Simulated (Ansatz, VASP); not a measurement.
Given: the input of a run of Ansatz 0.2.0 on Te2Mo.

File input.yaml:

```yaml
crystal:
  lattice:
    - [3.5603917377, 0.0, 0.0]
    - [-1.7801958688, 3.0833896922, 0.0]
    - [0.0, 0.0, 24.8112624]
  atoms:
    - { symbol: Te, position: [0.3333333333, 0.6666666667, 0.22363948] }
    - { symbol: Te, position: [0.6666666667, 0.3333333333, 0.92062886] }
    - { symbol: Te, position: [0.6666666667, 0.3333333333, 0.77636052] }
    - { symbol: Te, position: [0.3333333333, 0.6666666667, 0.07937114] }
    - { symbol: Mo, position: [0.6666666667, 0.3333333333, 0.15154149] }
    - { symbol: Mo, position: [0.3333333333, 0.6666666667, 0.84845851] }
kpoints:
  mp_grid: { grid: [9, 9, 2] }
scf:
  occupations: { method: fermi_dirac, width: 0.05 }
hamiltonian:
  xc: lda
  pseudopotentials: { kind: all_electron, lapw: { basis_error: 0.002 } }
output:
  forces: true
  stress: true
  eigenvalues: true
```

Potentials or basis: all-electron LAPW, scalar-relativistic.

Command:

```bash
$ ansatz run input.yaml --threads 4 --pin off --max-ram 12288MiB --backend cpu --events-out ev --progress --plain --runs-dir out
```

Q: Set up the same calculation for VASP 6.6.1. Potentials there: VASP PAW LDA potentials, release 64 (Te, Mo_sv).

A: As run (the cutoff follows the program's own potentials):

INCAR

```
SYSTEM = Te2Mo
PREC = Accurate ; ENCUT = 520
EDIFF = 1E-7 ; ISMEAR = -1
SIGMA = 0.05 ; LREAL = .FALSE.
LASPH = .TRUE. ; NELM = 100
ALGO = Normal ; ISIF = 2
LWAVE = .FALSE. ; LCHARG = .FALSE.
NBANDS = 35
```

File KPOINTS:

```
regular mesh
0
G
  9 9 2
  0 0 0
```

The input POSCAR:

```
Te2Mo
1.0
    3.5603917377      0.0000000000      0.0000000000
   -1.7801958688      3.0833896922      0.0000000000
    0.0000000000      0.0000000000     24.8112624000
Te Mo
4 2
Direct
    0.3333333333      0.6666666667      0.2236394800
    0.6666666667      0.3333333333      0.9206288600
    0.6666666667      0.3333333333      0.7763605200
    0.3333333333      0.6666666667      0.0793711400
    0.6666666667      0.3333333333      0.1515414900
    0.3333333333      0.6666666667      0.8484585100
```

Potentials or basis: VASP PAW LDA potentials, release 64 (Te, Mo_sv).

Launch:

```console
$ cat potpaw_LDA.64/Te/POTCAR potpaw_LDA.64/Mo_sv/POTCAR > POTCAR
$ mpirun -np 1 vasp_std > vasp.out
```

Both were run:

|  | VASP | Ansatz | Ansatz less VASP |
| --- | --- | --- | --- |
| gap on the k mesh at the Fermi level (eV) | 1.02 | 1.02 | +0.001 |
| least direct gap on the mesh (eV) | 1.02 | 1.02 | +0.001 |
| rms of the force components (eV/Å) | 0.147 | 0.170 | +0.0224 |

LDA's correlation is that of Perdew and Zunger in VASP and of Perdew and Wang (1992) in Ansatz. Atom by atom the forces differ by 0.023 eV/Å (rms over components). Ansatz ran all-electron here, and VASP with PAW potentials.

Spin-orbit coupling is off throughout.
